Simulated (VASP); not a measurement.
# Ta2Hg (P6/mmm) in VASP: further runs

The runs below take Ta2Hg through single point, relaxation of cell and atoms, with PBE.

All numbers are computed with VASP 6.6.1; they aren't measurements. Logs are shortened: lines on timing, memory, paths and dates and some standing lists are left out, and cuts for length are marked.

## 1. The cell of the first run

The structure is hexagonal, space group P6/mmm (No. 191). Conventional cell: a = 4.820 Å, b = 4.820 Å, c = 2.874 Å, α = 90.00°, β = 90.00°, γ = 120.00°. Within 3.7 Å of Ta (site symmetry -6m2) lie 5 Ta at 2.78 to 2.87 Å and 6 Hg at 3.13 Å. Hg (site symmetry 6/mmm) has 2 Hg at 2.87 Å and 12 Ta at 3.13 Å within 3.8 Å.

## 2. Single point, PBE

File INCAR:

```
PREC = Accurate ; ENCUT = 520
EDIFF = 1E-6 ; ISMEAR = 0
SIGMA = 0.1 ; LREAL = False
LASPH = True ; NELM = 60
ALGO = Fast ; ISIF = 2
LWAVE = False ; LCHARG = True
GGA = PE ; LELF = True
LVHAR = True ; NBANDS = 24
```

File KPOINTS:

```
regular mesh
0
Gamma
  6 6 6
```

File POSCAR:

```
Ta2Hg
1.0
    4.8203385684      0.0000000000      0.0000000000
   -2.4101692842      4.1745356551      0.0000000000
    0.0000000000      0.0000000000      2.8739277834
Ta Hg
2 1
Direct
    0.3333333333      0.6666666667      0.5000000000
    0.6666666667      0.3333333333      0.5000000000
    0.0000000000      0.0000000000      0.0000000000
```

Potentials or basis: VASP PAW PBE potentials, release 64 (Ta_pv, Hg).

On the command line:

```sh
cat potpaw_PBE.64/Ta_pv/POTCAR potpaw_PBE.64/Hg/POTCAR > POTCAR
mpirun -np 1 vasp_std > vasp.out
```

OUTCAR:

```text
PREC = Accurate
   ENCUT = 520
   EDIFF = 1E-6
   ISMEAR = 0
   LREAL = False
   LASPH = True
   NELM = 60
   ISIF = 2
   GGA = PE

 ion  position               nearest neighbor table
   1  0.333  0.667  0.500-   2 2.78   2 2.78   2 2.78   3 3.13   3 3.13   3 3.13   3 3.13   3 3.13
                             3 3.13
   2  0.667  0.333  0.500-   1 2.78   1 2.78   1 2.78   3 3.13   3 3.13   3 3.13   3 3.13   3 3.13
                             3 3.13
   3  0.000  0.000  0.000-   1 3.13   2 3.13   1 3.13   2 3.13   2 3.13   2 3.13   1 3.13   1 3.13
                             2 3.13   2 3.13   1 3.13   1 3.13

  LATTYP: Found a hexagonal cell.
 ALAT       =     4.8203385684
 C/A-ratio  =     0.5962086983

  Lattice vectors:

 A1 = (   4.8203385684,   0.0000000000,   0.0000000000)
 A2 = (  -2.4101692842,   4.1745356551,   0.0000000000)
 A3 = (   0.0000000000,   0.0000000000,   2.8739277834)

Analysis of symmetry for initial positions (statically):
=====================================================================
 Subroutine PRICEL returns:
 Original cell was already a primitive cell.

 Routine SETGRP: Setting up the symmetry group for a
 hexagonal supercell.

 Subroutine GETGRP returns: Found 24 space group operations
 (whereof 24 operations were pure point group operations)
 out of a pool of 24 trial point group operations.

The static configuration has the point symmetry D_6h.

Analysis of symmetry for dynamics (positions and initial velocities):
=====================================================================
 Subroutine PRICEL returns:
 Original cell was already a primitive cell.

 Routine SETGRP: Setting up the symmetry group for a
 hexagonal supercell.

 Subroutine GETGRP returns: Found 24 space group operations
 (whereof 24 operations were pure point group operations)
 out of a pool of 24 trial point group operations.

The dynamic configuration has the point symmetry D_6h.

 Subroutine INISYM returns: Found 24 space group operations
 (whereof 24 operations are pure point group operations),
 and found     1 'primitive' translations

----------------------------------------------------------------------------------------

                                     Primitive cell

  volume of cell :      57.8311

  direct lattice vectors                    reciprocal lattice vectors
     4.820338568  0.000000000  0.000000000     0.207454308  0.119773800  0.000000000
    -2.410169284  4.174535655  0.000000000     0.000000000  0.239547601  0.000000000
     0.000000000  0.000000000  2.873927783     0.000000000  0.000000000  0.347955855

  length of vectors
     4.820338568  4.820338568  2.873927783     0.239547601  0.239547601  0.347955855

  position of ions in fractional coordinates (direct lattice)
     0.333333333  0.666666667  0.500000000
     0.666666667  0.333333333  0.500000000
     0.000000000  0.000000000  0.000000000

  ion indices of the primitive-cell ions
   primitive index   ion index
                 1           1
                 2           2
                 3           3

----------------------------------------------------------------------------------------

 KPOINTS: regular mesh

Automatic generation of k-mesh.
 Grid dimensions read from file:
 generate k-points for:    6    6    6

 Generating k-lattice:

  Cartesian coordinates                     Fractional coordinates (reciprocal lattice)
     0.034575718  0.019962300  0.000000000     0.166666667  0.000000000  0.000000000
     0.000000000  0.039924600  0.000000000     0.000000000  0.166666667  0.000000000
     0.000000000  0.000000000  0.057992643     0.000000000  0.000000000  0.166666667

  Length of vectors
     0.039924600  0.039924600  0.057992643

  Shift w.r.t. Gamma in fractional coordinates (k-lattice)
     0.000000000  0.000000000  0.000000000

 Subroutine IBZKPT returns following result:
 ===========================================

 Found     28 irreducible k-points:

 Following reciprocal coordinates:
            Coordinates               Weight
  0.000000  0.000000  0.000000      1.000000
  0.166667  0.000000  0.000000      6.000000
  0.333333  0.000000  0.000000      6.000000
  0.500000  0.000000  0.000000      3.000000
  0.166667  0.166667  0.000000      6.000000
  0.333333  0.166667  0.000000     12.000000
[... 16 lines left out ...]
  0.166667  0.000000  0.500000      6.000000
  0.333333  0.000000  0.500000      6.000000
 [... further k-points ...]
   k-points           NKPTS =     28   k-points in BZ     NKDIM =     28   number of bands    NBANDS=     24
   number of dos      NEDOS =    301   number of ions     NIONS =      3
   total plane-waves  NPLWV =  31104
   dimension x,y,z NGX =    36 NGY =   36 NGZ =   24
   dimension x,y,z NGXF=    72 NGYF=   72 NGZF=   48
   ions per type =               2   1
   NGX,Y,Z   is equivalent  to a cutoff of  12.42, 12.42, 13.88 a.u.
   NGXF,Y,Z  is equivalent  to a cutoff of  24.83, 24.83, 27.77 a.u.
 SYSTEM =  unknown system
   PREC   = accura    normal or accurate (medium, high low for compatibility)
   ISTART =      0    job   : 0-new  1-cont  2-samecut
   ICHARG =      2    charge: 1-file 2-atom 10-const
   ISPIN  =      1    spin polarized calculation?
   LNONCOLLINEAR =      F non collinear calculations
   LSORBIT =      F    spin-orbit coupling
   LASPH  =      T    aspherical Exc in radial PAW
   ENCUT  =  520.0 eV  38.22 Ry    6.18 a.u.   8.96  8.96  5.34*2*pi/ulx,y,z
   NELM   =     60;   NELMIN=  2; NELMDL= -5     # of ELM steps
   EDIFF  = 0.1E-05   stopping-criterion for ELM
   LREAL  =      F    real-space projection
   EDIFFG = 0.1E-04   stopping-criterion for IOM
   NSW    =      0    number of steps for IOM
   IBRION =     -1    ionic relax: 0-MD 1-quasi-New 2-CG
   NFREE  =      0    steps in history (QN), initial steepest desc. (CG)
   ISIF   =      2    stress and relaxation
   ISYM   =      2    0-nonsym 1-usesym 2-fastsym
   POTIM  = 0.5000    time-step for ionic-motion
   TEBEG  =    0.0;   TEEND  =   0.0 temperature during run
   PSTRESS=    0.0 pullay stress
   NELECT =      34.0000    total number of electrons
   NUPDOWN=      -1.0000    fix difference up-down
   EMIN   =  10.00;   EMAX   =-10.00  energy-range for DOS
   EFERMI =   0.00;   METHOD = LEGACY
   ISMEAR =     0;   SIGMA  =   0.10  broadening in eV -4-tet -1-fermi 0-gaus
   EFERMI_NEDOS =   21; number of points for ismear=-14 and -15
   IALGO  =     68    algorithm
   IMIX   =      4    mixing-type and parameters
     AMIX     =   0.40;   BMIX     =  1.00
     AMIX_MAG =   1.60;   BMIX_MAG =  1.00
  volume/ion in A,a.u.               =      19.28       130.09
  Fermi-wavevector in a.u.,A,eV,Ry     =   1.371452  2.591668 25.590934  1.880881
  Thomas-Fermi vector in A             =   2.497148
   LORBIT       =      0    0 simple, 1 ext, 2 COOP (PROOUT), +10 PAW based schemes
   GGA     = PE    functional components
   LHFCALC =     F    Hartree Fock is set to
   AEXX    =    0.0000 exact exchange contribution
   IVDW    =     0    specifies the selected vdW correction
   LEPSILON=     F    determine dielectric tensor
   LRPA    =     F    only Hartree local field effects (RPA)
 non-spin polarized calculation
 RMM-DIIS sequential band-by-band and
 Gauss-broadening in eV      SIGMA  =   0.10
  energy-cutoff  :      520.00
  volume of cell :       57.83
 maximum number of plane-waves:      1578
 NGX is ok and might be reduce to    36
   NGX = 17   NGY = 17   NGZ = 11

 number of electron      34.0000008 magnetization

 Free energy of the ion-electron system (eV)
  ---------------------------------------------------
  ext. energy  EPLUGINS =         0.00000000
  ---------------------------------------------------
  free energy    TOTEN  =       -22.14928543 eV

  energy without entropy =      -22.12370195  energy(sigma->0) =      -22.13649369

 E-fermi :   4.8846     XC(G=0): -12.1904

 val. band max:        4.8813401165   @ k =   0.1667   0.0000   0.0000
 cond. band min:       4.8929172916   @ k =   0.3333   0.0000   0.1667
 fundamental gap:      0.0115771751
 Fermi energy:         4.8846345310

 k-point     1 :       0.0000    0.0000    0.0000
  band No.  band energies     occupation
      1     -29.4428      2.00000
      2     -29.4428      2.00000
      3     -28.8205      2.00000
      4     -28.7712      2.00000
      5     -28.7712      2.00000
      6     -28.6791      2.00000
[... 16 lines left out ...]
     23       9.7944      0.00000
     24      11.5852      0.00000

 k-point     2 :       0.1667    0.0000    0.0000
  band No.  band energies     occupation
      1     -29.4576      2.00000
      2     -29.4112      2.00000
      3     -28.8123      2.00000
      4     -28.8060      2.00000
      5     -28.7549      2.00000
      6     -28.6875      2.00000
[... 16 lines left out ...]
     23       9.8547      0.00000
     24      10.5580      0.00000

 k-point     3 :       0.3333    0.0000    0.0000
  band No.  band energies     occupation
      1     -29.4852      2.00000
      2     -29.3353      2.00000
      3     -28.8879      2.00000
      4     -28.7910      2.00000
      5     -28.7241      2.00000
      6     -28.7092      2.00000
[... 16 lines left out ...]
     23       9.3931      0.00000
     24       9.9740      0.00000

 k-point     4 :       0.5000    0.0000    0.0000
  band No.  band energies     occupation
      1     -29.4982      2.00000
      2     -29.2856      2.00000
      3     -28.9405      2.00000
      4     -28.7739      2.00000
      5     -28.7265      2.00000
      6     -28.7095      2.00000
[... 16 lines left out ...]
     23       9.1697      0.00000
     24      10.0331      0.00000

 k-point     5 :       0.1667    0.1667    0.0000
  band No.  band energies     occupation
      1     -29.4846      2.00000
      2     -29.3472      2.00000
      3     -28.8740      2.00000
      4     -28.7972      2.00000
      5     -28.7259      2.00000
      6     -28.7028      2.00000
[... 451 lines left out ...]
 k-point    22 :       0.0000    0.0000    0.5000
  band No.  band energies     occupation
      1     -29.5961      2.00000
      2     -29.3956      2.00000
      3     -29.3472      2.00000
      4     -29.3472      2.00000
      5     -28.6991      2.00000
      6     -28.6991      2.00000
[... 16 lines left out ...]
     23      11.8501      0.00000
     24      12.1001      0.00000

 k-point    23 :       0.1667    0.0000    0.5000
  band No.  band energies     occupation
      1     -29.5841      2.00000
      2     -29.4076      2.00000
      3     -29.3617      2.00000
      4     -29.3168      2.00000
      5     -28.7315      2.00000
      6     -28.6832      2.00000
[... 16 lines left out ...]
     23      10.7736      0.00000
     24      11.6597      0.00000

 k-point    24 :       0.3333    0.0000    0.5000
  band No.  band energies     occupation
      1     -29.5533      2.00000
      2     -29.4384      2.00000
      3     -29.3889      2.00000
      4     -29.2421      2.00000
      5     -28.8104      2.00000
      6     -28.6534      2.00000
[... 16 lines left out ...]
     23      10.8005      0.00000
     24      12.1122      0.00000

 [... further k-points ...]
[... 5 lines left out ...]
  --------------------------------------------------------------------------------------
  -------------------------------------------------------------------------------------
  Total        0.2452903      0.2452903      0.2486080     -0.0000000      0.0000000      0.0000000
  in kB        6.7956251      6.7956251      6.8875388     -0.0000000      0.0000000      0.0000000
  external PRESSURE =       6.8262630 kB  Pullay stress =       0.0000000 kB

 VOLUME and BASIS-vectors are now :
 -----------------------------------------------------------------------------
  energy-cutoff  :      520.00
  volume of cell :       57.83
      direct lattice vectors                 reciprocal lattice vectors
     4.820338568  0.000000000  0.000000000     0.207454308  0.119773800  0.000000000
    -2.410169284  4.174535655  0.000000000     0.000000000  0.239547601  0.000000000
     0.000000000  0.000000000  2.873927783     0.000000000  0.000000000  0.347955855

 POSITION                                       TOTAL-FORCE (eV/Angst)
 -----------------------------------------------------------------------------------
     -0.00000      2.78302      1.43696         0.000000      0.000000      0.000000
      2.41017      1.39151      1.43696        -0.000000     -0.000000     -0.000000
      0.00000      0.00000      0.00000         0.000000      0.000000     -0.000000
 -----------------------------------------------------------------------------------
    total drift:                                0.000000      0.000000     -0.000000

  FREE ENERGIE OF THE ION-ELECTRON SYSTEM (eV)
  ---------------------------------------------------
  free  energy   TOTEN  =       -22.1492854289 eV

  energy  without entropy=      -22.1237019530  energy(sigma->0) =      -22.13649369
```

Run time: 43 s. Hardware: 1 thread of AMD EPYC 7R43 (Zen 3), shared host; peak memory 0.16 GiB.

What came out:

- Free energy: -22.1493 eV
- Pressure: 0.7 GPa
- Band gap on the k mesh: zero (band 17 reaches 5.63 eV, above the bottom of band 18 at 4.60 eV)

Caveat: the k points lie up to 0.36 Å⁻¹ apart; spin-orbit coupling is left out, which moves the levels of the heavy elements.

## 3. Relaxation of cell and atoms, PBE

This run uses another cell than the first one, of 18.03 Å³/atom, 0.935 times its volume.

File INCAR:

```
  PREC = Accurate
  ENCUT = 600
  EDIFF = 1E-7
  ISMEAR = 0
  SIGMA = 0.1
  LREAL = F
  LASPH = T
  NELM = 80
  ALGO = Normal
  ISIF = 3
  LWAVE = F
  LCHARG = F
  GGA = PE
  IBRION = 2
  NSW = 90
  EDIFFG = -0.04
```

File KPOINTS:

```
Automatic mesh
0
Gamma
  6 6 6
```

File POSCAR:

```
Ta2Hg
1.0
    4.4612506902      0.0000000000      0.0000000000
   -2.2306253451      3.8635564304      0.0000000000
    0.0000000000      0.0000000000      3.1378840243
Ta Hg
2 1
Direct
    0.3333333333      0.6666666667      0.5000000000
    0.6666666667      0.3333333333      0.5000000000
    0.0000000000      0.0000000000      0.0000000000
```

Potentials or basis: VASP PAW PBE potentials, release 64 (Ta_pv, Hg).

On the command line:

```sh
cat potpaw_PBE.64/Ta_pv/POTCAR potpaw_PBE.64/Hg/POTCAR > POTCAR
mpirun -np 1 vasp_std > vasp.out
```

Wall time 4.2 min (1 thread of AMD EPYC 7R43 (Zen 3), shared host); peak memory 0.19 GiB.

The run converged. Its results:

| Property | Result |
| --- | --- |
| Free energy | -22.1484 eV |
| Relaxed volume | 19.36 Å³/atom |
| Relaxed cell | a = 4.827 Å, b = 4.827 Å, c = 2.878 Å, α = 90.00°, β = 90.00°, γ = 120.00° |
| Space group after relaxing (to 0.05 Å) | P6/mmm (No. 191) |
| Energy gained by relaxing | 244.4 meV/atom |
| Ionic steps | 9 |
| Pressure after relaxing | 0.0 GPa |
| Band gap on the k mesh | zero (band 17 reaches 5.59 eV, above the bottom of band 18 at 4.56 eV) |

Step by step:
| step | energy change (eV) | largest force (eV/Å) | pressure (GPa) | volume (Å³) |
| --- | --- | --- | --- | --- |
| 1 | 0.0000 | 0.0000 | 17.01 | 54.09 |
| 2 | 0.0733 | 0.0000 | -18.35 | 69.91 |
| 3 | -0.5404 | 0.0000 | -5.54 | 61.01 |
| 4 | -0.5420 | 0.0000 | -4.76 | 60.67 |
| 5 | -0.7304 | 0.0000 | 0.43 | 57.92 |
| 6 | -0.7314 | 0.0000 | 0.88 | 57.74 |
| 7 | -0.7314 | 0.0000 | 1.05 | 57.68 |
| 8 | -0.7317 | 0.0000 | -0.88 | 58.41 |
| 9 | -0.7331 | 0.0000 | 0.03 | 58.07 |

Final structure:
```xyz
3
Lattice="4.8267 0.0000 0.0000 -2.4133 4.1800 0.0000 0.0000 0.0000 2.8780" Properties=species:S:1:pos:R:3 pbc="T T T"
Ta    0.0000    2.7867    1.4390
Ta    2.4133    1.3933    1.4390
Hg    4.8267    0.0000    0.0000
```

Levels at points of the mesh, in eV from the Fermi level:
```tsv
k point	band 13	band 14	band 15	band 16	band 17	band 18	band 19	band 20	band 21
(0.00, 0.00, 0.00)	-2.14	-2.06	-2.06	-1.58	0.11	0.11	2.40	2.61	2.61
(0.50, 0.00, 0.00)	-5.51	-2.21	-1.58	-1.42	-0.83	0.01	2.55	2.70	3.61
(0.00, 0.00, 0.50)	-2.19	-1.30	-1.30	0.03	0.03	1.30	1.30	1.87	1.87
(0.50, 0.00, 0.50)	-3.11	-2.08	-1.53	-0.43	-0.38	0.06	2.29	3.27	3.78
```

Caveat: spin-orbit coupling is left out, which moves the levels of the heavy elements.
